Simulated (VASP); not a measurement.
# HfC (F-43m) in VASP: notebook, part 2 of 3

VASP 6.6.1.

**3. Single point, PBE**

This run uses another cell than the first one, of 18.24 Å³/atom, 1.137 times its volume.

Input file INCAR:

```
PREC = Accurate
ENCUT = 520
EDIFF = 1E-7
ISMEAR = 0
SIGMA = 0.1
LREAL = F
LASPH = T
NELM = 60
ALGO = Normal
ISIF = 2
LWAVE = F
LCHARG = F
GGA = PE
NBANDS = 14
```

Input file KPOINTS:

```
Automatic mesh
0
Gamma
  6 6 6
```

Input file POSCAR:

```
HfC
1.0
    0.0000000000      2.6324880000      2.6324880000
    2.6324880000      0.0000000000      2.6324880000
    2.6324880000      2.6324880000      0.0000000000
Hf C
1 1
Direct
    0.0000000000      0.0000000000      0.0000000000
    0.2500000000      0.2500000000      0.2500000000
```

Potentials or basis: VASP PAW PBE potentials, release 64 (Hf_pv, C).

Launch:

```console
$ cat potpaw_PBE.64/Hf_pv/POTCAR potpaw_PBE.64/C/POTCAR > POTCAR
$ mpirun -np 1 vasp_std > vasp.out
```

OUTCAR:

```text
PREC = Accurate
   ENCUT = 520
   EDIFF = 1E-7
   ISMEAR = 0
   LREAL = F
   LASPH = T
   NELM = 60
   ISIF = 2
   GGA = PE

 ion  position               nearest neighbor table
   1  0.000  0.000  0.000-   2 2.28   2 2.28   2 2.28   2 2.28
   2  0.250  0.250  0.250-   1 2.28   1 2.28   1 2.28   1 2.28

  LATTYP: Found a face centered cubic cell.
 ALAT       =     5.2649760000

  Lattice vectors:

 A1 = (   0.0000000000,   2.6324880000,   2.6324880000)
 A2 = (   2.6324880000,   0.0000000000,   2.6324880000)
 A3 = (   2.6324880000,   2.6324880000,   0.0000000000)

Analysis of symmetry for initial positions (statically):
=====================================================================
 Subroutine PRICEL returns:
 Original cell was already a primitive cell.

 Routine SETGRP: Setting up the symmetry group for a
 face centered cubic supercell.

 Subroutine GETGRP returns: Found 24 space group operations
 (whereof 24 operations were pure point group operations)
 out of a pool of 48 trial point group operations.

The static configuration has the point symmetry T_d .

Analysis of symmetry for dynamics (positions and initial velocities):
=====================================================================
 Subroutine PRICEL returns:
 Original cell was already a primitive cell.

 Routine SETGRP: Setting up the symmetry group for a
 face centered cubic supercell.

 Subroutine GETGRP returns: Found 24 space group operations
 (whereof 24 operations were pure point group operations)
 out of a pool of 48 trial point group operations.

The dynamic configuration has the point symmetry T_d .

 Subroutine INISYM returns: Found 24 space group operations
 (whereof 24 operations are pure point group operations),
 and found     1 'primitive' translations

----------------------------------------------------------------------------------------

                                     Primitive cell

  volume of cell :      36.4862

  direct lattice vectors                    reciprocal lattice vectors
     0.000000000  2.632488000  2.632488000    -0.189934389  0.189934389  0.189934389
     2.632488000  0.000000000  2.632488000     0.189934389 -0.189934389  0.189934389
     2.632488000  2.632488000  0.000000000     0.189934389  0.189934389 -0.189934389

  length of vectors
     3.722900232  3.722900232  3.722900232     0.328976012  0.328976012  0.328976012

  position of ions in fractional coordinates (direct lattice)
     0.000000000  0.000000000  0.000000000
     0.250000000  0.250000000  0.250000000

  ion indices of the primitive-cell ions
   primitive index   ion index
                 1           1
                 2           2

----------------------------------------------------------------------------------------

 KPOINTS: Automatic mesh

Automatic generation of k-mesh.
 Grid dimensions read from file:
 generate k-points for:    6    6    6

 Generating k-lattice:

  Cartesian coordinates                     Fractional coordinates (reciprocal lattice)
    -0.031655732  0.031655732  0.031655732     0.166666667  0.000000000  0.000000000
     0.031655732 -0.031655732  0.031655732     0.000000000  0.166666667  0.000000000
     0.031655732  0.031655732 -0.031655732     0.000000000  0.000000000  0.166666667

  Length of vectors
     0.054829335  0.054829335  0.054829335

  Shift w.r.t. Gamma in fractional coordinates (k-lattice)
     0.000000000  0.000000000  0.000000000

 Subroutine IBZKPT returns following result:
 ===========================================

 Found     16 irreducible k-points:

 Following reciprocal coordinates:
            Coordinates               Weight
  0.000000  0.000000  0.000000      1.000000
  0.166667  0.000000  0.000000      8.000000
  0.333333  0.000000  0.000000      8.000000
  0.500000  0.000000  0.000000      4.000000
  0.166667  0.166667  0.000000      6.000000
  0.333333  0.166667  0.000000     24.000000
[... 8 lines left out ...]
 -0.333333  0.333333  0.166667     24.000000
 -0.333333  0.500000  0.166667     12.000000
   k-points           NKPTS =     16   k-points in BZ     NKDIM =     16   number of bands    NBANDS=     14
   number of dos      NEDOS =    301   number of ions     NIONS =      2
   total plane-waves  NPLWV =  21952
   dimension x,y,z NGX =    28 NGY =   28 NGZ =   28
   dimension x,y,z NGXF=    56 NGYF=   56 NGZF=   56
   ions per type =               1   1
   NGX,Y,Z   is equivalent  to a cutoff of  12.50, 12.50, 12.50 a.u.
   NGXF,Y,Z  is equivalent  to a cutoff of  25.01, 25.01, 25.01 a.u.
 SYSTEM =  unknown system
   PREC   = accura    normal or accurate (medium, high low for compatibility)
   ISTART =      0    job   : 0-new  1-cont  2-samecut
   ICHARG =      2    charge: 1-file 2-atom 10-const
   ISPIN  =      1    spin polarized calculation?
   LNONCOLLINEAR =      F non collinear calculations
   LSORBIT =      F    spin-orbit coupling
   LASPH  =      T    aspherical Exc in radial PAW
   ENCUT  =  520.0 eV  38.22 Ry    6.18 a.u.   6.92  6.92  6.92*2*pi/ulx,y,z
   NELM   =     60;   NELMIN=  2; NELMDL= -5     # of ELM steps
   EDIFF  = 0.1E-06   stopping-criterion for ELM
   LREAL  =      F    real-space projection
   EDIFFG = 0.1E-05   stopping-criterion for IOM
   NSW    =      0    number of steps for IOM
   IBRION =     -1    ionic relax: 0-MD 1-quasi-New 2-CG
   NFREE  =      0    steps in history (QN), initial steepest desc. (CG)
   ISIF   =      2    stress and relaxation
   ISYM   =      2    0-nonsym 1-usesym 2-fastsym
   POTIM  = 0.5000    time-step for ionic-motion
   TEBEG  =    0.0;   TEEND  =   0.0 temperature during run
   PSTRESS=    0.0 pullay stress
   NELECT =      14.0000    total number of electrons
   NUPDOWN=      -1.0000    fix difference up-down
   EMIN   =  10.00;   EMAX   =-10.00  energy-range for DOS
   EFERMI =   0.00;   METHOD = LEGACY
   ISMEAR =     0;   SIGMA  =   0.10  broadening in eV -4-tet -1-fermi 0-gaus
   EFERMI_NEDOS =   21; number of points for ismear=-14 and -15
   IALGO  =     38    algorithm
   IMIX   =      4    mixing-type and parameters
     AMIX     =   0.40;   BMIX     =  1.00
     AMIX_MAG =   1.60;   BMIX_MAG =  1.00
  volume/ion in A,a.u.               =      18.24       123.11
  Fermi-wavevector in a.u.,A,eV,Ry     =   1.189619  2.248053 19.254865  1.415193
  Thomas-Fermi vector in A             =   2.325722
   LORBIT       =      0    0 simple, 1 ext, 2 COOP (PROOUT), +10 PAW based schemes
   GGA     = PE    functional components
   LHFCALC =     F    Hartree Fock is set to
   AEXX    =    0.0000 exact exchange contribution
   IVDW    =     0    specifies the selected vdW correction
   LEPSILON=     F    determine dielectric tensor
   LRPA    =     F    only Hartree local field effects (RPA)
 non-spin polarized calculation
 Gauss-broadening in eV      SIGMA  =   0.10
  energy-cutoff  :      520.00
  volume of cell :       36.49
 maximum number of plane-waves:      1002
   NGX = 13   NGY = 13   NGZ = 13

 number of electron      13.9999999 magnetization

 Free energy of the ion-electron system (eV)
  ---------------------------------------------------
  ext. energy  EPLUGINS =         0.00000000
  ---------------------------------------------------
  free energy    TOTEN  =       -19.50657124 eV

  energy without entropy =      -19.50656358  energy(sigma->0) =      -19.50656741

 E-fermi :   3.0155     XC(G=0): -10.2365

 val. band max:        2.7541810380   @ k =  -0.3333   0.5000   0.1667
 cond. band min:       3.2747083229   @ k =  -0.3333   0.5000   0.1667
 fundamental gap:      0.5205272848
 Fermi energy:         3.0155274738

 k-point     1 :       0.0000    0.0000    0.0000
  band No.  band energies     occupation
      1     -27.3165      2.00000
      2     -27.3165      2.00000
      3     -27.3165      2.00000
      4      -7.2524      2.00000
      5       0.9500      2.00000
      6       0.9500      2.00000
      7       0.9500      2.00000
      8       5.5678      0.00000
      9       6.0847      0.00000
     10       6.0847      0.00000
     11      11.0873      0.00000
     12      11.0873      0.00000
     13      11.0873      0.00000
     14      15.8464      0.00000
[... 241 lines left out ...]
      1     -27.4700      2.00000
      2     -27.4098      2.00000
      3     -27.3854      2.00000
      4      -5.3729      2.00000
      5      -0.1061      2.00000
      6       1.6454      2.00000
      7       2.7542      1.99978
      8       3.2747      0.00025
      9       6.0900      0.00000
     10       7.2467      0.00000
     11       8.3004      0.00000
     12       9.5337      0.00000
     13      13.8972      0.00000
     14      14.4544      0.00000

------------------------ aborting loop because EDIFF is reached ----------------------------------------

  FORCE on cell =-STRESS in cart. coord.  units (eV):
  Direction    XX          YY          ZZ          XY          YZ          ZX
  --------------------------------------------------------------------------------------
  -------------------------------------------------------------------------------------
  Total       -3.7037019     -3.7037019     -3.7037019      0.0000000      0.0000000     -0.0000000
  in kB     -162.6362698   -162.6362698   -162.6362698      0.0000000      0.0000000     -0.0000000
  external PRESSURE =    -162.6362698 kB  Pullay stress =       0.0000000 kB

 VOLUME and BASIS-vectors are now :
 -----------------------------------------------------------------------------
  energy-cutoff  :      520.00
  volume of cell :       36.49
      direct lattice vectors                 reciprocal lattice vectors
     0.000000000  2.632488000  2.632488000    -0.189934389  0.189934389  0.189934389
     2.632488000  0.000000000  2.632488000     0.189934389 -0.189934389  0.189934389
     2.632488000  2.632488000  0.000000000     0.189934389  0.189934389 -0.189934389

 POSITION                                       TOTAL-FORCE (eV/Angst)
 -----------------------------------------------------------------------------------
      0.00000      0.00000      0.00000         0.000000      0.000000      0.000000
      1.31624      1.31624      1.31624        -0.000000     -0.000000     -0.000000
 -----------------------------------------------------------------------------------
    total drift:                                0.000000      0.000000      0.000000

  FREE ENERGIE OF THE ION-ELECTRON SYSTEM (eV)
  ---------------------------------------------------
  free  energy   TOTEN  =       -19.5065712354 eV

  energy  without entropy=      -19.5065635775  energy(sigma->0) =      -19.50656741
```

OSZICAR:

```text
N       E                     dE             d eps       ncg     rms          rms(c)
DAV:   1     0.305057269015E+02    0.30506E+02   -0.72785E+03   448   0.915E+02
DAV:   2    -0.216818407468E+02   -0.52188E+02   -0.48756E+02   616   0.197E+02
DAV:   3    -0.239642706607E+02   -0.22824E+01   -0.22724E+01   550   0.311E+01
DAV:   4    -0.239831464834E+02   -0.18876E-01   -0.18875E-01   478   0.356E+00
DAV:   5    -0.239833798418E+02   -0.23336E-03   -0.23336E-03   562   0.349E-01    0.413E+01
DAV:   6    -0.195853943183E+02    0.43980E+01   -0.16498E+01   490   0.208E+01    0.307E+01
DAV:   7    -0.195242800126E+02    0.61114E-01   -0.86585E-01   502   0.590E+00    0.216E+01
DAV:   8    -0.195205272431E+02    0.37528E-02   -0.14927E-01   538   0.281E+00    0.857E+00
DAV:   9    -0.195064349938E+02    0.14092E-01   -0.34399E-02   490   0.112E+00    0.923E-01
DAV:  10    -0.195065470572E+02   -0.11206E-03   -0.14650E-03   568   0.274E-01    0.226E-01
DAV:  11    -0.195065693288E+02   -0.22272E-04   -0.58067E-05   502   0.631E-02    0.230E-02
DAV:  12    -0.195065715122E+02   -0.21834E-05   -0.11614E-05   544   0.269E-02    0.412E-02
DAV:  13    -0.195065710864E+02    0.42574E-06   -0.62011E-07   562   0.684E-03    0.133E-02
DAV:  14    -0.195065712107E+02   -0.12424E-06   -0.41143E-08   296   0.164E-03    0.831E-04
DAV:  15    -0.195065712354E+02   -0.24762E-07   -0.11581E-08   224   0.741E-04
   1 F= -.19506571E+02 E0= -.19506567E+02  d E =-.765797E-05
```

stdout:

```text
POSCAR found type information on POSCAR HfC
 POSCAR found :  2 types and       2 ions
 scaLAPACK will be used
 LDA part: xc-table for (Slater+PW92), standard interpolation
 POSCAR, INCAR and KPOINTS ok, starting setup
 FFT: planning ... GRIDC
 FFT: planning ... GRID_SOFT
 FFT: planning ... GRID
 WAVECAR not read
 entering main loop
```

Wall time 5.2 s (1 thread of Intel Xeon 6975P-C (Granite Rapids), shared host); peak memory 0.15 GiB.

Results:

```
Free energy            : -19.5066 eV
Pressure               : -16.3 GPa
Band gap on the k mesh : 0.52 eV, direct
```

Caveat: spin-orbit coupling is left out, which moves the levels of the heavy elements.

(Part 2 of 3 ends here.)
